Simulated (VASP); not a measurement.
Runs of VASP 6.6.1 on Al2BN3. The structure is that of space group P3m1 (No. 156), or close to it. The cells are those of the table. 

```tsv
task	cell	k mesh	cutoff (eV)	smearing	gap on the mesh (eV)	pressure (GPa)	relaxed volume (Å³/atom)	largest force (eV/Å)
relaxation of cell and atoms	relaxed from a = 3.205, b = 3.205, c = 7.850 Å, angles 90.0, 90.0, 120.0°, 6 atoms	6 × 6 × 2	600	gaussian 0.1 eV	3.10	0.0	9.13	0.01
single point	a = 2.959, b = 2.959, c = 7.234 Å, angles 90.0, 90.0, 120.0°, 6 atoms	6 × 6 × 2	520	gaussian 0.1 eV	3.10	-0.2	-	0.03
relaxation of cell and atoms	relaxed from a = 2.959, b = 2.959, c = 7.234 Å, angles 90.0, 90.0, 120.0°, 6 atoms	12 × 12 × 4	600	gaussian 0.02 eV	3.10	0.0	9.13	0.01
single point	a = 2.959, b = 2.959, c = 7.234 Å, angles 90.0, 90.0, 120.0°, 6 atoms	12 × 12 × 4	520	gaussian 0.02 eV	3.10	-0.2	-	(a)
single point	a = 3.205, b = 3.205, c = 7.850 Å, angles 90.0, 90.0, 120.0°, 6 atoms	6 × 6 × 2	520	gaussian 0.1 eV	2.16	-31.4	-	1.94
relaxation of cell and atoms	relaxed from a = 2.959, b = 2.959, c = 7.234 Å, angles 90.0, 90.0, 120.0°, 6 atoms	6 × 6 × 4	600	gaussian 0.1 eV	3.10	-0.4	-	0.03
single point	a = 2.959, b = 2.959, c = 7.234 Å, angles 90.0, 90.0, 120.0°, 6 atoms	6 × 6 × 4	520	gaussian 0.1 eV	3.10	-0.2	-	0.03
```

Alike in all rows: level PBE; potentials or basis VASP PAW PBE potentials, release 64 (Al, B, N); no spin polarisation.

Task: Fill in the values left out.

Result: (a) 0.02.

Caveats: some runs use coarse meshes; the volume moved by over 15 % at a fixed basis, so the end points are rough (some runs); forces of over 1 eV/Å act on the atoms, so gaps and moduli don't describe the material at rest (some runs); the relaxation stopped at its first step, so nothing moved (some runs).

A k mesh can miss the band edges.
